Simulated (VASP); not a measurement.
# Fe (Im-3m) in VASP: a series of runs

Fe is run at these levels: PBE; tasks: single point.

All numbers are computed with VASP 6.6.1; they aren't measurements. Logs are shortened: lines on timing, memory, paths and dates and some standing lists are left out, and cuts for length are marked.

### Step 1. The cell of the first run

The structure is cubic, space group Im-3m (No. 229). Conventional cell: a = 2.776 Å, b = 2.776 Å, c = 2.776 Å, α = 90.00°, β = 90.00°, γ = 90.00°. Within 3.2 Å of Fe (site symmetry m-3m) lie 14 Fe at 2.40 to 2.78 Å.

### Step 2. Single point, PBE (volume scaled by 1.020)

Contents of INCAR:

```
ALGO = Fast ; EDIFF = 1E-6
ENCUT = 520 ; GGA = PE
ISIF = 2 ; ISMEAR = 0
LASPH = T ; LCHARG = F
LREAL = F ; LWAVE = F
NBANDS = 10 ; NELM = 80
PREC = Accurate ; SIGMA = 0.05
```

Contents of KPOINTS:

```
k-points
0
Gamma
  22 22 22
```

Contents of POSCAR:

```
Fe
1.0
   -1.3880890628      1.3880890628      1.3880890628
    1.3880890628     -1.3880890628      1.3880890628
    1.3880890628      1.3880890628     -1.3880890628
Fe
1
Direct
    0.0000000000      0.0000000000      0.0000000000
```

Potentials or basis: VASP PAW PBE potentials, release 64 (Fe).

On the command line:

```sh
> cat potpaw_PBE.64/Fe/POTCAR > POTCAR
> mpirun -np 1 vasp_std > vasp.out
```

OUTCAR:

```text
EDIFF = 1E-6
   ENCUT = 520
   GGA = PE
   ISIF = 2
   ISMEAR = 0
   LASPH = T
   LREAL = F
   NELM = 80
   PREC = Accurate

 ion  position               nearest neighbor table
   1  0.000  0.000  0.000-

  LATTYP: Found a body centered cubic cell.
 ALAT       =     2.7761781256

  Lattice vectors:

 A1 = (  -1.3880890628,   1.3880890628,   1.3880890628)
 A2 = (   1.3880890628,  -1.3880890628,   1.3880890628)
 A3 = (   1.3880890628,   1.3880890628,  -1.3880890628)

Analysis of symmetry for initial positions (statically):
=====================================================================
 Subroutine PRICEL returns:
 Original cell was already a primitive cell.

 Routine SETGRP: Setting up the symmetry group for a
 body centered cubic supercell.

 Subroutine GETGRP returns: Found 48 space group operations
 (whereof 48 operations were pure point group operations)
 out of a pool of 48 trial point group operations.

The static configuration has the point symmetry O_h .

Analysis of symmetry for dynamics (positions and initial velocities):
=====================================================================
 Subroutine PRICEL returns:
 Original cell was already a primitive cell.

 Routine SETGRP: Setting up the symmetry group for a
 body centered cubic supercell.

 Subroutine GETGRP returns: Found 48 space group operations
 (whereof 48 operations were pure point group operations)
 out of a pool of 48 trial point group operations.

The dynamic configuration has the point symmetry O_h .

 Subroutine INISYM returns: Found 48 space group operations
 (whereof 48 operations are pure point group operations),
 and found     1 'primitive' translations

----------------------------------------------------------------------------------------

                                     Primitive cell

  volume of cell :      10.6982

  direct lattice vectors                    reciprocal lattice vectors
    -1.388089063  1.388089063  1.388089063     0.000000000  0.360207434  0.360207434
     1.388089063 -1.388089063  1.388089063     0.360207434  0.000000000  0.360207434
     1.388089063  1.388089063 -1.388089063     0.360207434  0.360207434  0.000000000

  length of vectors
     2.404240782  2.404240782  2.404240782     0.509410239  0.509410239  0.509410239

  position of ions in fractional coordinates (direct lattice)
     0.000000000  0.000000000  0.000000000

  ion indices of the primitive-cell ions
   primitive index   ion index
                 1           1

----------------------------------------------------------------------------------------

 KPOINTS: k-points

Automatic generation of k-mesh.
 Grid dimensions read from file:
 generate k-points for:   22   22   22

 Generating k-lattice:

  Cartesian coordinates                     Fractional coordinates (reciprocal lattice)
     0.000000000  0.016373065  0.016373065     0.045454545  0.000000000  0.000000000
     0.016373065  0.000000000  0.016373065     0.000000000  0.045454545  0.000000000
     0.016373065  0.016373065  0.000000000     0.000000000  0.000000000  0.045454545

  Length of vectors
     0.023155011  0.023155011  0.023155011

  Shift w.r.t. Gamma in fractional coordinates (k-lattice)
     0.000000000  0.000000000  0.000000000

 Subroutine IBZKPT returns following result:
 ===========================================

 Found    328 irreducible k-points:

 Following reciprocal coordinates:
            Coordinates               Weight
  0.000000  0.000000  0.000000      1.000000
  0.045455  0.000000  0.000000     12.000000
  0.090909  0.000000  0.000000     12.000000
  0.136364  0.000000  0.000000     12.000000
  0.181818  0.000000  0.000000     12.000000
  0.227273  0.000000  0.000000     12.000000
[... 16 lines left out ...]
  0.090909  0.090909  0.000000     24.000000
  0.136364  0.090909  0.000000     48.000000
 [... further k-points ...]
   k-points           NKPTS =    328   k-points in BZ     NKDIM =    328   number of bands    NBANDS=     10
   number of dos      NEDOS =    301   number of ions     NIONS =      1
   total plane-waves  NPLWV =   5832
   dimension x,y,z NGX =    18 NGY =   18 NGZ =   18
   dimension x,y,z NGXF=    36 NGYF=   36 NGZF=   36
   ions per type =               1
   NGX,Y,Z   is equivalent  to a cutoff of  12.45, 12.45, 12.45 a.u.
   NGXF,Y,Z  is equivalent  to a cutoff of  24.89, 24.89, 24.89 a.u.
 SYSTEM =  unknown system
   PREC   = accura    normal or accurate (medium, high low for compatibility)
   ISTART =      0    job   : 0-new  1-cont  2-samecut
   ICHARG =      2    charge: 1-file 2-atom 10-const
   ISPIN  =      1    spin polarized calculation?
   LNONCOLLINEAR =      F non collinear calculations
   LSORBIT =      F    spin-orbit coupling
   LASPH  =      T    aspherical Exc in radial PAW
   ENCUT  =  520.0 eV  38.22 Ry    6.18 a.u.   4.47  4.47  4.47*2*pi/ulx,y,z
   NELM   =     80;   NELMIN=  2; NELMDL= -5     # of ELM steps
   EDIFF  = 0.1E-05   stopping-criterion for ELM
   LREAL  =      F    real-space projection
   EDIFFG = 0.1E-04   stopping-criterion for IOM
   NSW    =      0    number of steps for IOM
   IBRION =     -1    ionic relax: 0-MD 1-quasi-New 2-CG
   NFREE  =      0    steps in history (QN), initial steepest desc. (CG)
   ISIF   =      2    stress and relaxation
   ISYM   =      2    0-nonsym 1-usesym 2-fastsym
   POTIM  = 0.5000    time-step for ionic-motion
   TEBEG  =    0.0;   TEEND  =   0.0 temperature during run
   PSTRESS=    0.0 pullay stress
   NELECT =       8.0000    total number of electrons
   NUPDOWN=      -1.0000    fix difference up-down
   EMIN   =  10.00;   EMAX   =-10.00  energy-range for DOS
   EFERMI =   0.00;   METHOD = LEGACY
   ISMEAR =     0;   SIGMA  =   0.05  broadening in eV -4-tet -1-fermi 0-gaus
   EFERMI_NEDOS =   21; number of points for ismear=-14 and -15
   IALGO  =     68    algorithm
   IMIX   =      4    mixing-type and parameters
     AMIX     =   0.40;   BMIX     =  1.00
     AMIX_MAG =   1.60;   BMIX_MAG =  1.00
  volume/ion in A,a.u.               =      10.70        72.20
  Fermi-wavevector in a.u.,A,eV,Ry     =   1.485938  2.808017 30.041843  2.208013
  Thomas-Fermi vector in A             =   2.599287
   LORBIT       =      0    0 simple, 1 ext, 2 COOP (PROOUT), +10 PAW based schemes
   GGA     = PE    functional components
   LHFCALC =     F    Hartree Fock is set to
   AEXX    =    0.0000 exact exchange contribution
   IVDW    =     0    specifies the selected vdW correction
   LEPSILON=     F    determine dielectric tensor
   LRPA    =     F    only Hartree local field effects (RPA)
 non-spin polarized calculation
 RMM-DIIS sequential band-by-band and
 Gauss-broadening in eV      SIGMA  =   0.05
  energy-cutoff  :      520.00
  volume of cell :       10.70
 maximum number of plane-waves:       321
 NGX is ok and might be reduce to    18
   NGX =  9   NGY =  9   NGZ =  9

 number of electron       8.0000000 magnetization

 Free energy of the ion-electron system (eV)
  ---------------------------------------------------
  ext. energy  EPLUGINS =         0.00000000
  ---------------------------------------------------
  free energy    TOTEN  =        -7.76219874 eV

  energy without entropy =       -7.75801736  energy(sigma->0) =       -7.76010805

 E-fermi :   6.5174     XC(G=0): -13.5047

 val. band max:        6.5171402462   @ k =   0.3636   0.0909   0.0909
 cond. band min:       6.5207298046   @ k =  -0.1818   0.3182   0.0455
 fundamental gap:      0.0035895584
 Fermi energy:         6.5174462171

 k-point     1 :       0.0000    0.0000    0.0000
  band No.  band energies     occupation
      1      -2.2605      2.00000
      2       4.7703      2.00000
      3       4.7703      2.00000
      4       4.7703      2.00000
      5       6.4646      1.86535
      6       6.4646      1.86534
      7      31.9768      0.00000
      8      31.9768      0.00000
      9      31.9768      0.00000
     10      37.6197      0.00000

 k-point     2 :       0.0455    0.0000    0.0000
  band No.  band energies     occupation
      1      -2.1703      2.00000
      2       4.7425      2.00000
      3       4.7674      2.00000
      4       4.8221      2.00000
      5       6.4348      1.98053
      6       6.4667      1.84851
      7      31.4384      0.00000
      8      31.8716      0.00000
      9      31.9406      0.00000
     10      37.2877      0.00000

 k-point     3 :       0.0909    0.0000    0.0000
  band No.  band energies     occupation
      1      -1.9031      2.00000
      2       4.6620      2.00000
      3       4.7537      2.00000
      4       4.9753      2.00000
      5       6.3578      1.99999
      6       6.4737      1.78400
      7      30.1017      0.00000
      8      31.4996      0.00000
      9      31.8432      0.00000
     10      36.8394      0.00000

 k-point     4 :       0.1364    0.0000    0.0000
  band No.  band energies     occupation
      1      -1.4709      2.00000
      2       4.5370      2.00000
      3       4.7167      2.00000
      4       5.2222      2.00000
      5       6.2665      2.00000
      6       6.4865      1.61866
      7      28.3331      0.00000
      8      30.8033      0.00000
      9      31.7097      0.00000
     10      35.8596      0.00000
[... 222 lines left out ...]
 k-point    22 :       0.4545    0.0455    0.0000
  band No.  band energies     occupation
      1       1.7745      2.00000
      2       3.5234      2.00000
      3       6.2978      2.00000
      4       6.4467      1.95447
      5       7.0346      0.00000
      6       8.1397      0.00000
      7      15.0131      0.00000
      8      25.0754      0.00000
      9      27.5121      0.00000
     10      31.4755      0.00000

 k-point    23 :       0.0909    0.0909    0.0000
  band No.  band energies     occupation
      1      -1.2179      2.00000
      2       4.5247      2.00000
      3       4.6007      2.00000
      4       5.4020      2.00000
      5       6.1960      2.00000
      6       6.5214      0.91121
      7      27.9751      0.00000
      8      29.2238      0.00000
      9      32.4065      0.00000
     10      34.1596      0.00000

 k-point    24 :       0.1364    0.0909    0.0000
  band No.  band energies     occupation
      1      -0.6543      2.00000
      2       4.3833      2.00000
      3       4.5021      2.00000
      4       5.7484      2.00000
      5       6.1240      2.00000
      6       6.5631      0.19676
      7      26.3130      0.00000
      8      28.0487      0.00000
      9      32.3522      0.00000
     10      32.8173      0.00000

 [... further k-points ...]
[... 5 lines left out ...]
  --------------------------------------------------------------------------------------
  -------------------------------------------------------------------------------------
  Total       -0.3656009     -0.3656009     -0.3656009      0.0000000      0.0000000      0.0000000
  in kB      -54.7527419    -54.7527419    -54.7527419      0.0000000      0.0000000      0.0000000
  external PRESSURE =     -54.7527419 kB  Pullay stress =       0.0000000 kB

 VOLUME and BASIS-vectors are now :
 -----------------------------------------------------------------------------
  energy-cutoff  :      520.00
  volume of cell :       10.70
      direct lattice vectors                 reciprocal lattice vectors
    -1.388089063  1.388089063  1.388089063     0.000000000  0.360207434  0.360207434
     1.388089063 -1.388089063  1.388089063     0.360207434  0.000000000  0.360207434
     1.388089063  1.388089063 -1.388089063     0.360207434  0.360207434  0.000000000

 POSITION                                       TOTAL-FORCE (eV/Angst)
 -----------------------------------------------------------------------------------
      0.00000      0.00000      0.00000         0.000000      0.000000      0.000000
 -----------------------------------------------------------------------------------
    total drift:                                0.000000     -0.000000      0.000000

  FREE ENERGIE OF THE ION-ELECTRON SYSTEM (eV)
  ---------------------------------------------------
  free  energy   TOTEN  =        -7.7621987376 eV

  energy  without entropy=       -7.7580173589  energy(sigma->0) =       -7.76010805
```

It took 26 s on 1 thread of AMD EPYC 7R13 (Zen 3), shared host; peak memory 0.12 GiB.

What came out:

| Item | Value |
| --- | --- |
| Free energy | -7.7622 eV |
| Pressure | -5.5 GPa |
| Band gap on the k mesh | zero (band 4 reaches 7.51 eV, above the bottom of band 5 at 5.47 eV) |

Caveat: the cell differs from its parent crystal (volume scaled by 1.020); the run has no spin polarisation, though such a crystal can be magnetic. Spin polarisation is off, so any magnetic state and its effect on volume and gap are missing.

### Step 3. Single point, PBE

This run uses another cell than the first one, of 10.82 Å³/atom, 1.011 times its volume.

Contents of INCAR:

```
PREC = Accurate
ENCUT = 520
EDIFF = 1E-6
ISMEAR = 0
SIGMA = 0.05
LREAL = False
LASPH = True
NELM = 100
ALGO = Normal
ISIF = 2
LWAVE = False
LCHARG = False
GGA = PE
NBANDS = 10
```

Contents of KPOINTS:

```
regular mesh
0
Gamma
  22 22 22
```

Contents of POSCAR:

```
Fe
1.0
   -1.3932011820      1.3932011820      1.3932011820
    1.3932011820     -1.3932011820      1.3932011820
    1.3932011820      1.3932011820     -1.3932011820
Fe
1
Direct
    0.0000000000      0.0000000000      0.0000000000
```

Potentials or basis: VASP PAW PBE potentials, release 64 (Fe).

On the command line:

```sh
> cat potpaw_PBE.64/Fe/POTCAR > POTCAR
> mpirun -np 1 vasp_std > vasp.out
```

It took 22 s on 1 thread of AMD EPYC 7R13 (Zen 3), shared host; peak memory 0.12 GiB.

Results (log left out):

| Quantity | Value |
| --- | --- |
| Free energy | -7.7571 eV |
| Pressure | -8.2 GPa |
| Band gap on the k mesh | zero (band 4 reaches 7.38 eV, above the bottom of band 5 at 5.36 eV) |

Levels at points of the mesh, in eV from the Fermi level:
```
           k point  band 2  band 3  band 4  band 5  band 6  band 7
(0.00, 0.00, 0.00)   -1.72   -1.72   -1.72   -0.05   -0.05   25.35
(0.50, 0.00, 0.00)   -2.96   -0.07    0.18    0.49    1.28    8.26
(0.50, 0.50, 0.50)   -4.46    0.98    0.98    0.98   10.35   10.35
```

Caveat: the run has no spin polarisation, though such a crystal can be magnetic.

(Part 1 of 2 ends here.)
